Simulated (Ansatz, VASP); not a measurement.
## One calculation of HfB, two programs

File INCAR:

```
ALGO     = Normal         # electronic algorithm
EDIFF    = 1E-7           # SCF threshold, eV
ENCUT    = 520            # plane-wave cutoff, eV
GGA      = PS             # functional
ISIF     = 2              # what is computed and relaxed
ISMEAR   = 0              # smearing method
LASPH    = True           # aspherical terms in the spheres
LCHARG   = False          # write CHGCAR
LREAL    = False          # projectors in reciprocal space
LWAVE    = False          # write WAVECAR
NBANDS   = 14             # bands
NELM     = 80             # most SCF steps
PREC     = Accurate       # precision mode
SIGMA    = 0.15           # smearing width, eV
```

KPOINTS

```
k-points
0
Gamma
  16 16 16
```

Contents of POSCAR:

```
HfB
1.0
    0.0000000000      2.3936993068      2.3936993068
    2.5612582583      0.0000000000      2.3936993068
    2.5612582583      2.3936993068      0.0000000000
Hf B
1 1
Direct
    0.5000000000      0.5000000000      0.5000000000
    0.0000000000      0.0000000000      0.0000000000
```

Input for Ansatz:

```yaml
crystal:
  lattice:
    - [0.0, 2.3936993068, 2.3936993068]
    - [2.5612582583, 0.0, 2.3936993068]
    - [2.5612582583, 2.3936993068, 0.0]
  atoms:
    - { symbol: Hf, position: [0.5, 0.5, 0.5] }
    - { symbol: B, position: [0.0, 0.0, 0.0] }
basis:
  ecutwfc: 520.0
kpoints:
  mp_grid: { grid: [16, 16, 16] }
hamiltonian:
  xc: pbesol
  pseudopotentials: { kind: paw }
scf:
  occupations: { method: gaussian, width: 0.15 }
output:
  forces: true
  stress: true
  eigenvalues: true
```

Change from the starting cell: mode 4 frozen in at +0.000 Å, normal strain along x +0.0700.

Alike in both runs: task single point; functional PBEsol; k mesh 16 × 16 × 16; occupations gaussian, width 0.15 eV; no spin polarisation.

|  | VASP | Ansatz |
| --- | --- | --- |
| version | VASP 6.6.1 | Ansatz 0.2.0 |
| potentials or method | VASP PAW PBE potentials, release 64 (Hf_pv, B), cutoff 520 eV | scalar-relativistic, plane waves, PAW |
| valence electrons in the cell | 13 | 29 |

Ansatz gave:

```
gap on the k mesh at the Fermi level (eV)                     : none
pressure (GPa)                                                : -9.4
traceless stress, the component that is largest in VASP (GPa) : -11.91
```

Task: Which values does VASP return?

Result: gap on the k mesh at the Fermi level (eV): none; pressure (GPa): -9.2; traceless stress, the component that is largest in VASP (GPa): -12.08.

VASP's potentials were made for PBE, not for PBEsol. A gap of «none» marks a metal or a gap that the smearing closes. VASP's potentials hold 13 valence electrons a cell and Ansatz's 29, so a difference there can come from the potentials and not from the codes.

Spin-orbit coupling is off throughout.
